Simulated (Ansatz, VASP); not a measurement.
Given: the input of a run of VASP 6.6.1 on BN.

File INCAR:

```
SYSTEM = BN
  PREC = Accurate
  ENCUT = 520
  EDIFF = 1E-6
  ISMEAR = -1
  SIGMA = 0.05
  LREAL = .FALSE.
  LASPH = .TRUE.
  NELM = 60
  ALGO = Normal
  ISIF = 2
  LWAVE = .FALSE.
  LCHARG = .TRUE.
  GGA = PS
  LELF = .TRUE.
  LVHAR = .TRUE.
  NBANDS = 11
```

Contents of KPOINTS:

```
regular mesh
0
G
  13 13 13
  0 0 0
```

The input POSCAR:

```
BN
1.0
    0.0000000000      3.4239628326      2.1218728889
    1.2260814184      0.0000000000      2.1218728889
    1.2260814184      3.4239628326      0.0000000000
N B
1 1
Direct
    0.6666513400      0.6666513400      0.3333486600
    0.0000486500      0.0000486500      0.9999513500
```

Potentials or basis: VASP PAW PBE potentials, release 64 (N, B).

Launch:

```bash
$ cat potpaw_PBE.64/N/POTCAR potpaw_PBE.64/B/POTCAR > POTCAR
$ mpirun -np 1 vasp_std > vasp.out
```

Set up the same calculation for Ansatz 0.2.0. Potentials there: all-electron LAPW, scalar-relativistic.

As run (the cutoff follows the program's own potentials):

File input.yaml:

```yaml
crystal:
  lattice:
    - [0.0, 3.4239628326, 2.1218728889]
    - [1.2260814184, 0.0, 2.1218728889]
    - [1.2260814184, 3.4239628326, 0.0]
  atoms:
    - { symbol: "N", position: [0.66665134, 0.66665134, 0.33334866] }
    - { symbol: B, position: [4.865e-05, 4.865e-05, 0.99995135] }
kpoints:
  mp_grid: { grid: [13, 13, 13] }
scf:
  occupations: { method: fermi_dirac, width: 0.05 }
hamiltonian:
  xc: pbesol
  pseudopotentials: { kind: all_electron, lapw: { basis_error: 0.001 } }
output:
  forces: true
  stress: true
  eigenvalues: true
```

Potentials or basis: all-electron LAPW, scalar-relativistic.

Launch:

```bash
$ ansatz run input.yaml --threads 1 --pin off --max-ram 3072MiB --backend cpu --events-out ev --progress --plain --runs-dir out
```

Both were run:

|  | VASP | Ansatz | Ansatz less VASP |
| --- | --- | --- | --- |
| gap on the k mesh at the Fermi level (eV) | 3.82 | 3.83 | +0.006 |
| least direct gap on the mesh (eV) | 4.73 | 4.74 | +0.006 |
| pressure (GPa) | 16.9 | 16.6 | -0.35 |
| traceless stress, the component that is largest in VASP (GPa) | -16.54 | -16.02 | +0.520 |
| rms of the force components (eV/Å) | 0.008 | 0.007 | -0.0001 |

VASP's potentials were made for PBE, not for PBEsol. Atom by atom the forces differ by 0.000 eV/Å (rms over components). Ansatz ran all-electron here, and VASP with PAW potentials.
